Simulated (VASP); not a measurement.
# MgO in VASP: single point with PBE

Aim: the single point of MgO with PBE.

Program: VASP 6.6.1. These are calculated values, not measurements. Logs are shortened: lines on timing, memory, paths and dates and some standing lists are left out, and cuts for length are marked.

### Step 1. The cell of the first run

The cell holds a slab with vacuum, 24 atoms: a = 6.016 Å, b = 6.016 Å, c = 24.140 Å, α = 90.00°, β = 90.00°, γ = 120.00°.

### Step 2. Single point, PBE

INCAR

```
  ALGO = Normal
  DIPOL = 0.5 0.5 0.458
  EDIFF = 1E-6
  ENCUT = 520
  GGA = PE
  IDIPOL = 3
  ISIF = 2
  ISMEAR = 0
  LASPH = True
  LCHARG = True
  LDIPOL = True
  LELF = True
  LREAL = Auto
  LVACPOTAV = True
  LVHAR = True
  LWAVE = False
  NBANDS = 66
  NELM = 100
  PREC = Accurate
  SIGMA = 0.05
```

KPOINTS

```
k-points
0
Gamma
  3 3 1
```

POSCAR

```
MgO
1.0
    6.0158464379      0.0000000000      0.0000000000
   -3.0079232190      5.2098758405      0.0000000000
    0.0000000000      0.0000000000     24.1398975599
O Mg
12 12
Direct
    0.1666666667      0.3333333333      0.3314015720
    0.1666666667      0.8333333333      0.3314015720
    0.6666666667      0.3333333333      0.3314015720
    0.6666666667      0.8333333333      0.3314015720
    0.5000000000      0.5000000000      0.4331401572
    0.5000000000      0.0000000000      0.4331401572
    0.0000000000      0.5000000000      0.4331401572
    0.0000000000      0.0000000000      0.4331401572
    0.8350868082      0.6674659794      0.5293313000
    0.8326246717      0.1663438201      0.5397152470
    0.3365511024      0.6612308504      0.5397923520
    0.3361823911      0.1749856339      0.5396656817
    0.3333333333      0.1666666667      0.3822708647
    0.3333333333      0.6666666667      0.3822708647
    0.8333333333      0.1666666667      0.3822708647
    0.8333333333      0.6666666667      0.3822708647
    0.6655694096      0.3334547302      0.4792442906
    0.6655273945      0.8321150242      0.4792512544
    0.1696024985      0.3347284866      0.4798726254
    0.1653335602      0.8327014162      0.4782930448
   -0.0085786152      0.5063424854      0.5786481328
   -0.0087646840     -0.0150650608      0.5786737299
    0.5303592388      0.5150961415      0.5823317454
    0.4708819634     -0.0145039243      0.5906104127
```

Potentials or basis: VASP PAW PBE potentials, release 64 (O, Mg).

Started as:

```bash
> cat potpaw_PBE.64/O/POTCAR potpaw_PBE.64/Mg/POTCAR > POTCAR
> mpirun -np 1 vasp_std > vasp.out
```

OUTCAR:

```text
EDIFF = 1E-6
   ENCUT = 520
   GGA = PE
   ISIF = 2
   ISMEAR = 0
   LASPH = True
   LREAL = Auto
   NELM = 100
   PREC = Accurate

 ion  position               nearest neighbor table
   1  0.167  0.333  0.331-  13 2.13  15 2.13  14 2.13
   2  0.167  0.833  0.331-  14 2.13  16 2.13  13 2.13
   3  0.667  0.333  0.331-  15 2.13  13 2.13  16 2.13
   4  0.667  0.833  0.331-  16 2.13  14 2.13  15 2.13
   5  0.500  0.500  0.433-  17 2.06  18 2.06  19 2.06  16 2.13  13 2.13  14 2.13
   6  0.500  0.000  0.433-  20 2.06  18 2.06  17 2.06  15 2.13  14 2.13  13 2.13
   7  0.000  0.500  0.433-  20 2.05  17 2.07  19 2.08  14 2.13  15 2.13  16 2.13
   8  0.000  0.000  0.433-  20 2.05  18 2.07  19 2.08  13 2.13  16 2.13  15 2.13
   9  0.835  0.667  0.529-  21 2.04  22 2.04  23 2.04  20 2.12  17 2.12  18 2.12
  10  0.833  0.166  0.540-  21 2.01  22 2.01  24 2.25  17 2.27  18 2.27  19 2.27
  11  0.337  0.661  0.540-  21 2.03  23 2.05  24 2.09  19 2.23  18 2.25  20 2.32
  12  0.336  0.175  0.540-  22 2.03  23 2.05  24 2.10  19 2.23  17 2.25  20 2.32
  13  0.333  0.167  0.382-   8 2.13   5 2.13   6 2.13   1 2.13   3 2.13   2 2.13  20 2.90  17 2.91
                            19 2.92  16 3.01  16 3.01  15 3.01  15 3.01  14 3.01  14 3.01
  14  0.333  0.667  0.382-   7 2.13   6 2.13   5 2.13   2 2.13   4 2.13   1 2.13  20 2.90  18 2.91
                            19 2.92  15 3.01  15 3.01  16 3.01  16 3.01  13 3.01  13 3.01
  15  0.833  0.167  0.382-   6 2.13   7 2.13   8 2.13   3 2.13   1 2.13   4 2.13  17 2.92  18 2.92
[... 5 lines left out ...]
  18  0.666  0.832  0.479-   5 2.06   6 2.06   8 2.07   9 2.12  11 2.25  10 2.27  14 2.91  16 2.91
                            15 2.92  22 2.94  19 2.99  23 2.99  17 3.00  20 3.01  20 3.01  17 3.02
  19  0.170  0.335  0.480-   5 2.06   8 2.08   7 2.08  12 2.23  11 2.23  10 2.27  13 2.92  14 2.92
                            15 2.94  17 2.99  18 2.99  21 3.00  22 3.00  20 3.01  20 3.01  18 3.03
  20  0.165  0.833  0.478-   8 2.05   7 2.05   6 2.06   9 2.12  12 2.32  11 2.32  16 2.89  13 2.90
                            14 2.90  21 2.96  22 2.96  17 3.01  18 3.01  19 3.01  19 3.01  18 3.01
  21  0.991  0.506  0.579-  10 2.01  11 2.03   9 2.04  23 2.80  22 2.88  24 2.90  17 2.94  20 2.96
                            19 3.00  22 3.14  24 3.15  23 3.22
  22  0.991  0.985  0.579-  10 2.01  12 2.03   9 2.04  23 2.80  21 2.88  24 2.90  18 2.94  20 2.96
                            19 3.00  21 3.14  24 3.15  23 3.22
  23  0.530  0.515  0.582-   9 2.04  11 2.05  12 2.05  22 2.80  21 2.80  17 2.99  18 2.99  24 3.03
                            24 3.03  19 3.11  21 3.22  22 3.22
  24  0.471  0.985  0.591-  11 2.09  12 2.10  10 2.25  21 2.90  22 2.90  23 3.03  23 3.03  20 3.14
                            22 3.15  21 3.15  17 3.24  18 3.24

  LATTYP: Found a hexagonal cell.
 ALAT       =     6.0158464379
 C/A-ratio  =     4.0127183779

  Lattice vectors:

 A1 = (   6.0158464379,   0.0000000000,   0.0000000000)
 A2 = (  -3.0079232190,   5.2098758405,   0.0000000000)
 A3 = (   0.0000000000,   0.0000000000,  24.1398975599)

Analysis of symmetry for initial positions (statically):
=====================================================================
[... 170 lines left out ...]
  Fermi-wavevector in a.u.,A,eV,Ry     =   0.822644  1.554572  9.207655  0.676744
  Thomas-Fermi vector in A             =   1.934015
   LORBIT       =      0    0 simple, 1 ext, 2 COOP (PROOUT), +10 PAW based schemes
   GGA     = PE    functional components
   LHFCALC =     F    Hartree Fock is set to
   AEXX    =    0.0000 exact exchange contribution
   IVDW    =     0    specifies the selected vdW correction
   LEPSILON=     F    determine dielectric tensor
   LRPA    =     F    only Hartree local field effects (RPA)
 non-spin polarized calculation
 Gauss-broadening in eV      SIGMA  =   0.05
  energy-cutoff  :      520.00
  volume of cell :      756.59
 maximum number of plane-waves:     20417
 NGX is ok and might be reduce to    48
   NGX = 23   NGY = 23   NGZ = 89

 dipolmoment           0.000000      0.000000      0.251984 electrons x Angstroem

 number of electron      96.0000030 magnetization

 dipolmoment           0.000000      0.000000     -0.969816 electrons x Angstroem

 Free energy of the ion-electron system (eV)
  ---------------------------------------------------
  ext. energy  EPLUGINS =         0.00000000
  ---------------------------------------------------
  free energy    TOTEN  =      -120.87666905 eV

  energy without entropy =     -120.84168354  energy(sigma->0) =     -120.85917630

 E-fermi :  -3.4042     XC(G=0):  -4.2173

 val. band max:       -3.4129346614   @ k =   0.3333   0.3333   0.0000
 cond. band min:      -3.3754009727   @ k =   0.0000   0.3333   0.0000
 fundamental gap:      0.0375336887
 Fermi energy:        -3.4042034569

 k-point     1 :       0.0000    0.0000    0.0000
  band No.  band energies     occupation
      1     -23.4193      2.00000
      2     -22.6931      2.00000
      3     -22.3904      2.00000
      4     -22.3318      2.00000
      5     -22.2939      2.00000
      6     -21.6429      2.00000
[... 304 lines left out ...]
     59       2.2298      0.00000
     60       2.3068      0.00000
 [bands above 60 left out]

------------------------ aborting loop because EDIFF is reached ----------------------------------------

  FORCE on cell =-STRESS in cart. coord.  units (eV):
  Direction    XX          YY          ZZ          XY          YZ          ZX
  --------------------------------------------------------------------------------------
  -------------------------------------------------------------------------------------
  Total        3.3480590      2.9887812     -0.1058242      0.3125536      0.1547097      0.2683088
  in kB        7.0899659      6.3291468     -0.2240971      0.6618744      0.3276187      0.5681800
  external PRESSURE =       4.3983385 kB  Pullay stress =       0.0000000 kB

 VOLUME and BASIS-vectors are now :
 -----------------------------------------------------------------------------
  energy-cutoff  :      520.00
  volume of cell :      756.59
      direct lattice vectors                 reciprocal lattice vectors
     6.015846438  0.000000000  0.000000000     0.166227647  0.095971577  0.000000000
    -3.007923219  5.209875840  0.000000000     0.000000000  0.191943154  0.000000000
     0.000000000  0.000000000 24.139897560     0.000000000  0.000000000  0.041425197

 POSITION                                       TOTAL-FORCE (eV/Angst)
 -----------------------------------------------------------------------------------
      0.00000      1.73663      8.00000         0.000396      0.000257      1.517649
     -1.50396      4.34156      8.00000         0.007553      0.004312      1.577723
      3.00792      1.73663      8.00000         0.002848     -0.009723      1.567609
      1.50396      4.34156      8.00000        -0.007081      0.007277      1.566916
      1.50396      2.60494     10.45596        -0.136516     -0.077076      1.316690
      3.00792      0.00000     10.45596        -0.026785     -0.017224      1.545428
[... 16 lines left out ...]
      1.64119      2.68359     14.05743        -0.863344     -0.506505      0.236560
     -0.13154      5.13431     14.25727         0.602804      0.352052     -0.347949
 -----------------------------------------------------------------------------------
    total drift:                                0.000468     -0.000085     -0.016653

  FREE ENERGIE OF THE ION-ELECTRON SYSTEM (eV)
  ---------------------------------------------------
  free  energy   TOTEN  =      -120.8766690489 eV

  energy  without entropy=     -120.8416835443  energy(sigma->0) =     -120.85917630

 vacuum level on the upper side and lower side of the slab         1.041         6.640
```

OSZICAR:

```text
N       E                     dE             d eps       ncg     rms          rms(c)
DAV:   1     0.872194765075E+03    0.87219E+03   -0.37856E+04   684   0.114E+03
DAV:   2     0.266459210349E+02   -0.84555E+03   -0.79963E+03   934   0.274E+02
DAV:   3    -0.148675663863E+03   -0.17532E+03   -0.17312E+03   792   0.132E+02
[... 32 lines left out ...]
DAV:  36    -0.120876646572E+03   -0.22024E-04   -0.18824E-06   584   0.438E-03    0.313E-03
DAV:  37    -0.120876660124E+03   -0.13552E-04   -0.10089E-06   560   0.346E-03    0.153E-02
DAV:  38    -0.120876663347E+03   -0.32226E-05   -0.75028E-07   520   0.279E-03    0.287E-03
DAV:  39    -0.120876668340E+03   -0.49934E-05   -0.55123E-07   480   0.300E-03    0.110E-02
DAV:  40    -0.120876669049E+03   -0.70902E-06   -0.25428E-07   464   0.154E-03
   1 F= -.12087667E+03 E0= -.12085918E+03  d E =-.349855E-01
```

stdout:

```text
POSCAR found type information on POSCAR O Mg
 POSCAR found :  2 types and      24 ions
 scaLAPACK will be used
 LDA part: xc-table for (Slater+PW92), standard interpolation
 POSCAR, INCAR and KPOINTS ok, starting setup
 FFT: planning ... GRIDC
 FFT: planning ... GRID_SOFT
 FFT: planning ... GRID
 WAVECAR not read
 entering main loop
 -----------------------------------------------------------------------------
|                                                                             |
|           W    W    AA    RRRRR   N    N  II  N    N   GGGG   !!!           |
|           W    W   A  A   R    R  NN   N  II  NN   N  G    G  !!!           |
|           W    W  A    A  R    R  N N  N  II  N N  N  G       !!!           |
|           W WW W  AAAAAA  RRRRR   N  N N  II  N  N N  G  GGG   !            |
|           WW  WW  A    A  R   R   N   NN  II  N   NN  G    G                |
|           W    W  A    A  R    R  N    N  II  N    N   GGGG   !!!           |
|                                                                             |
|     Did not find any points to average over, which means that no vacuum     |
|     field-free region was found. Please increase the size of  your cell     |
|     in the dimension of the dipole correction to obtain accurate            |
|     workfunction values.                                                    |
|                                                                             |
 -----------------------------------------------------------------------------
```

Run time: 13 min. Hardware: 1 thread of AMD EPYC 9R45 (Zen 5), shared host; peak memory 0.83 GiB.

Results:

| Property | Result |
| --- | --- |
| Free energy | -120.8767 eV |
| Largest force | 3.001 eV/Å |
| Band gap on the k mesh | zero (band 48 reaches -2.97 eV, above the bottom of band 49 at -3.44 eV) |

Forces in eV/Å, atoms in the order of the input:
```
O    0.000  0.000  1.518
O    0.008  0.004  1.578
O    0.003 -0.010  1.568
O   -0.007  0.007  1.567
O   -0.137 -0.077  1.317
O   -0.027 -0.017  1.545
O    0.180 -0.112  1.397
O   -0.011  0.209  1.393
O    0.071  0.044  0.299
O   -0.216 -0.128 -0.370
O   -0.211  0.252 -0.422
O    0.120 -0.301 -0.408
Mg  -0.049  0.050 -3.001
Mg   0.019 -0.067 -3.000
Mg   0.054  0.031 -2.945
Mg  -0.029 -0.016 -2.977
Mg   0.043 -0.204 -0.011
Mg  -0.150  0.139 -0.011
Mg  -0.045 -0.026  0.090
Mg   0.153  0.091 -0.048
Mg   0.535 -0.369  0.519
Mg  -0.046  0.652  0.514
Mg  -0.863 -0.507  0.237
Mg   0.603  0.352 -0.348
```

Levels at points of the mesh, in eV from the Fermi level:
| k point | band 45 | band 46 | band 47 | band 48 | band 49 | band 50 |
| --- | --- | --- | --- | --- | --- | --- |
| (0.00, 0.00, 0.00) | -0.06 | -0.06 | -0.06 | 0.43 | 0.43 | 1.52 |

Caveat: the k points lie up to 0.40 Å⁻¹ apart.
